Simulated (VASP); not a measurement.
# AlCl (Pmmn) in VASP: a series of runs, part 2 of 2

VASP 6.6.1. Earlier steps stand in the parts before.

### Step 4. Relaxation of cell and atoms, PBE

This run uses another cell than the first one, of 24.71 Å³/atom, 0.895 times its volume.

Contents of INCAR:

```
ALGO = Normal
EDIFF = 1E-7
EDIFFG = -0.04
ENCUT = 600
GGA = PE
IBRION = 2
ISIF = 3
ISMEAR = 0
LASPH = True
LCHARG = False
LREAL = False
LWAVE = False
NELM = 60
NSW = 90
PREC = Accurate
SIGMA = 0.1
```

Contents of KPOINTS:

```
k-points
0
Gamma
  4 4 4
```

Contents of POSCAR:

```
AlCl
1.0
    4.3826909600      0.0000000000      0.0000000000
    0.0000000000      4.5002495700      0.0000000000
    0.0000000000      0.0000000000      5.0106988700
Al Cl
2 2
Direct
    0.0000000000      0.0000000000      0.3197535000
    0.5000000000      0.5000000000      0.6802465000
    0.0000000000      0.0000000000      0.9981319300
    0.5000000000      0.5000000000      0.0018680700
```

Potentials or basis: VASP PAW PBE potentials, release 64 (Al, Cl).

Command:

```
$ cat potpaw_PBE.64/Al/POTCAR potpaw_PBE.64/Cl/POTCAR > POTCAR
$ mpirun -np 1 vasp_std > vasp.out
```

OUTCAR:

```text
EDIFF = 1E-7
   EDIFFG = -0.04
   ENCUT = 600
   GGA = PE
   IBRION = 2
   ISIF = 3
   ISMEAR = 0
   LASPH = True
   LREAL = False
   NELM = 60
   NSW = 90
   PREC = Accurate

 ion  position               nearest neighbor table
   1  0.000  0.000  0.320-   3 1.61
   2  0.500  0.500  0.680-   4 1.61
   3  0.000  0.000  0.998-   1 1.61
   4  0.500  0.500  0.002-   2 1.61

  LATTYP: Found a simple orthorhombic cell.
 ALAT       =     4.3826909600
 B/A-ratio  =     1.0268233857
 C/A-ratio  =     1.1432927660

  Lattice vectors:

 A1 = (   4.3826909600,   0.0000000000,   0.0000000000)
 A2 = (   0.0000000000,   4.5002495700,   0.0000000000)
 A3 = (   0.0000000000,   0.0000000000,   5.0106988700)

Analysis of symmetry for initial positions (statically):
=====================================================================
[... 712 lines left out ...]

 number of electron      19.9999982 magnetization

------------------------ aborting loop because EDIFF is reached ----------------------------------------
[... 71 lines left out ...]
--------------------------------------- Ionic step       48  -------------------------------------------

 number of electron      19.9999981 magnetization

 Free energy of the ion-electron system (eV)
  ---------------------------------------------------
  ext. energy  EPLUGINS =         0.00000000
  ---------------------------------------------------
  free energy    TOTEN  =       -13.83343072 eV

  energy without entropy =      -13.82640666  energy(sigma->0) =      -13.82991869

 E-fermi :   2.0025     XC(G=0):  -7.9585

 val. band max:        1.9919970384   @ k =   0.2500   0.0000   0.5000
 cond. band min:       2.0044698161   @ k =   0.2500   0.0000   0.2500
 fundamental gap:      0.0124727777
 Fermi energy:         2.0025098103

 k-point     1 :       0.0000    0.0000    0.0000
  band No.  band energies     occupation
      1     -13.3290      2.00000
      2     -13.1605      2.00000
      3      -5.9823      2.00000
      4      -2.8004      2.00000
      5      -1.9710      2.00000
      6      -0.7043      2.00000
      7      -0.3643      2.00000
      8       0.4122      2.00000
      9       0.5742      2.00000
     10       2.8137      0.00000
     11       3.8013      0.00000
     12       4.8606      0.00000
     13       6.2160      0.00000
     14       7.8275      0.00000
[... 422 lines left out ...]
  FREE ENERGIE OF THE ION-ELECTRON SYSTEM (eV)
  ---------------------------------------------------
  free  energy   TOTEN  =       -13.8334307219 eV

  energy  without entropy=      -13.8264066649  energy(sigma->0) =      -13.82991869

 reached required accuracy - stopping structural energy minimisation
```

CONTCAR:

```text
AlCl
   1.00000000000000
     3.3008950539924329    0.0000000000000000    0.0000000000000000
     0.0000000000000000    3.9256073414662525    0.0000000000000000
     0.0000000000000000    0.0000000000000000    8.2527840788981468
  Al              Cl
     2     2
Direct
     0.0000000000000000    0.0000000000000000    0.5716158536991697
     0.5000000000000000    0.5000000000000000    0.4283841463008304
     0.0000000000000000    0.0000000000000000    0.8249680980421515
     0.5000000000000000    0.5000000000000000    0.1750319019578482

  0.00000000E+00  0.00000000E+00  0.00000000E+00
  0.00000000E+00  0.00000000E+00  0.00000000E+00
  0.00000000E+00  0.00000000E+00  0.00000000E+00
  0.00000000E+00  0.00000000E+00  0.00000000E+00
```

Wall time 13 min (1 thread of Intel Xeon Platinum 8488C (Sapphire Rapids), shared host); peak memory 0.24 GiB.

What came out:

```
Free energy                            : -13.8334 eV
Relaxed volume                         : 26.73 Å³/atom
Relaxed cell                           : a = 3.301 Å, b = 3.926 Å, c = 8.253 Å, α = 90.00°, β = 90.00°, γ = 90.00°
Space group after relaxing (to 0.05 Å) : Pmmn (No. 59)
Energy gained by relaxing              : 2691.5 meV/atom
Ionic steps                            : 48
Pressure after relaxing                : 0.0 GPa
Largest force after relaxing           : 0.011 eV/Å
Band gap on the k mesh                 : zero (band 10 reaches 2.88 eV, above the bottom of band 11 at 0.83 eV)
```

Forces on the atoms (eV/Å):
```
Al   0.000  0.000  0.011
Al   0.000  0.000 -0.011
Cl   0.000  0.000  0.011
Cl   0.000  0.000 -0.011
```

The path:
```
step  energy change (eV)  largest force (eV/Å)  pressure (GPa)  volume (Å³)
   1              0.0000               25.4707           44.20        98.83
   3             -9.3828                1.3542           -1.41       194.43
   5             -9.5721                0.7416           -3.05       184.74
   7             -9.0224                2.0617           -4.35       152.47
   9             -9.6708                0.3535           -1.54       176.64
  11             -9.6780                0.4752           -2.17       172.90
  13             -9.8281                1.2995           -0.17       156.29
  15            -10.0515                1.3294            0.20       143.47
  17             -9.8697                1.2999           10.80        92.55
  19            -10.3724                1.3583            3.29       111.91
  21            -10.4658                0.9564            0.71       113.38
  23            -10.5804                0.5836           -0.23       116.85
  25            -10.6820                0.4171           -0.96       120.13
  27            -10.7081                0.2975           -1.33       116.20
  29            -10.7285                0.1493            0.09       112.70
  31            -10.7325                0.1419            0.08       112.55
  33            -10.7352                0.2015            0.10       111.08
  35            -10.7453                0.1509           -0.17       111.88
  37            -10.7513                0.2177           -0.75       112.08
  39            -10.7575                0.0464           -0.47       111.34
  41            -10.7588                0.0847           -0.39       110.89
  43            -10.7645                0.0150           -0.22       108.56
  45            -10.7649                0.0078           -0.14       107.72
  47            -10.7659                0.0506            0.08       107.02
  48            -10.7661                0.0110            0.02       106.94
```

Final structure:
```yaml
crystal:
  lattice:
    - [3.30090, 0.00000, 0.00000]
    - [0.00000, 3.92561, 0.00000]
    - [0.00000, 0.00000, 8.25278]
  atoms:
    - { symbol: Al, position: [0.00000, 0.00000, 0.57162] }
    - { symbol: Al, position: [0.50000, 0.50000, 0.42838] }
    - { symbol: Cl, position: [0.00000, 0.00000, 0.82497] }
    - { symbol: Cl, position: [0.50000, 0.50000, 0.17503] }
```

Levels at points of the mesh, in eV from the Fermi level:
```csv
k point,band 8,band 9,band 10,band 11,band 12,band 13
"(0.00, 0.00, 0.00)",-1.59,-1.43,0.81,1.80,2.86,4.21
"(0.50, 0.00, 0.00)",-2.50,-2.13,-2.13,3.62,3.62,3.64
"(0.00, 0.50, 0.00)",-2.57,-1.43,-1.43,3.05,3.05,6.16
"(0.50, 0.50, 0.00)",-3.05,-1.59,-1.59,-1.18,-1.18,4.85
"(0.00, 0.00, 0.50)",-1.56,-1.46,0.87,1.38,2.78,4.24
"(0.50, 0.00, 0.50)",-2.84,-2.13,-2.13,3.63,3.63,4.02
"(0.00, 0.50, 0.50)",-3.05,-1.43,-1.43,3.44,3.44,6.15
"(0.50, 0.50, 0.50)",-3.22,-1.41,-1.41,-1.14,-1.14,4.47
```

Caveat: this functional lacks dispersion, which binds the layers, so the pressure and a relaxed spacing across them are unreliable.

### Step 5. Single point, PBE

This run uses another cell than the first one, of 28.20 Å³/atom, 1.022 times its volume.

Contents of INCAR:

```
  PREC = Accurate
  ENCUT = 520
  EDIFF = 1E-6
  ISMEAR = 0
  SIGMA = 0.1
  LREAL = F
  LASPH = T
  NELM = 100
  ALGO = Normal
  ISIF = 2
  LWAVE = F
  LCHARG = T
  GGA = PE
  LELF = T
  LVHAR = T
  NBANDS = 18
```

Contents of KPOINTS:

```
regular mesh
0
Gamma
  14 12 6
```

Contents of POSCAR:

```
AlCl
1.0
    3.5565961534      0.0000000000      0.0000000000
    0.0000000000      3.5135379290      0.0000000000
    0.0000000000      0.0000000000      9.0259528623
Al Cl
2 2
Direct
    0.0000000000      0.0000000000      0.4303420881
    0.5000000000      0.5000000000      0.5696579119
    0.0000000000      0.0000000000      0.1983810440
    0.5000000000      0.5000000000      0.8016189560
```

Command:

```
$ cat potpaw_PBE.64/Al/POTCAR potpaw_PBE.64/Cl/POTCAR > POTCAR
$ mpirun -np 1 vasp_std > vasp.out
```

Run time: 7 min. Hardware: 1 thread of Intel Xeon Platinum 8175M at 2.50GHz (Skylake/Cascade Lake), shared host; peak memory 0.49 GiB.

Results (log left out):

| Property | Result |
| --- | --- |
| Free energy | -13.9335 eV |
| Pressure | -0.1 GPa |
| Largest force | 0.035 eV/Å |
| Band gap on the k mesh | zero (band 10 reaches 3.10 eV, above the bottom of band 11 at 0.36 eV) |

Forces in eV/Å, atoms in the order of the input:
```
Al   0.000  0.000 -0.035
Al   0.000  0.000  0.035
Cl   0.000  0.000  0.033
Cl   0.000  0.000 -0.033
```

Stress tensor (GPa, compression positive):
```
-0.03  0.00  0.00
 0.00 -0.05  0.00
 0.00  0.00 -0.21
```

Levels at points of the mesh, in eV from the Fermi level:
```
           k point  band 7  band 8  band 9  band 10  band 11  band 12  band 13  band 14
(0.00, 0.00, 0.00)   -1.82   -1.79   -1.72     1.74     2.63     2.88     4.37     5.60
(0.50, 0.00, 0.00)   -2.58   -2.58   -1.58    -1.58     3.38     3.38     5.29     5.29
(0.00, 0.50, 0.00)   -2.58   -2.58   -1.63    -1.63     3.42     3.42     5.10     5.10
(0.50, 0.50, 0.00)   -3.16   -3.16   -1.38    -1.38    -0.99    -0.99     4.78     4.78
(0.00, 0.00, 0.50)   -1.84   -1.77   -1.77     1.44     2.64     2.89     4.37     5.42
(0.50, 0.00, 0.50)   -2.76   -2.76   -1.58    -1.58     3.63     3.63     5.29     5.29
(0.00, 0.50, 0.50)   -2.75   -2.75   -1.63    -1.63     3.67     3.67     5.10     5.10
(0.50, 0.50, 0.50)   -3.25   -3.25   -1.32    -1.32    -0.98    -0.98     4.59     4.59
```

Caveat: this functional lacks dispersion, which binds the layers, so the pressure and a relaxed spacing across them are unreliable.

### Step 6. Summary

| task | cell | k mesh | cutoff (eV) | gap on the mesh (eV) | pressure (GPa) | largest force (eV/Å) |
| --- | --- | --- | --- | --- | --- | --- |
| single point | a = 3.447, b = 3.654, c = 8.764 Å, 4 atoms | 6 × 6 × 2 | 520 | none | -0.1 | 0.05 |
| single point | a = 4.383, b = 4.500, c = 5.011 Å, 4 atoms | 4 × 4 × 4 | 520 | none | 44.2 | 25.47 |
| relaxation of cell and atoms | relaxed from a = 4.383, b = 4.500, c = 5.011 Å, 4 atoms | 4 × 4 × 4 | 600 | none | 0.0 | 0.01 |
| single point | a = 3.557, b = 3.514, c = 9.026 Å, 4 atoms | 14 × 12 × 6 | 520 | none | -0.1 | 0.04 |

Alike in all rows: level PBE; potentials or basis VASP PAW PBE potentials, release 64 (Al, Cl); no spin polarisation; smearing gaussian 0.1 eV.

Caveats: this functional lacks dispersion, which binds the layers, so the pressure and a relaxed spacing across them are unreliable (some runs); forces of over 1 eV/Å act on the atoms, so gaps and moduli don't describe the material at rest (some runs).

Total energies depend on the potentials used, so only differences within one code and one set of settings carry meaning.
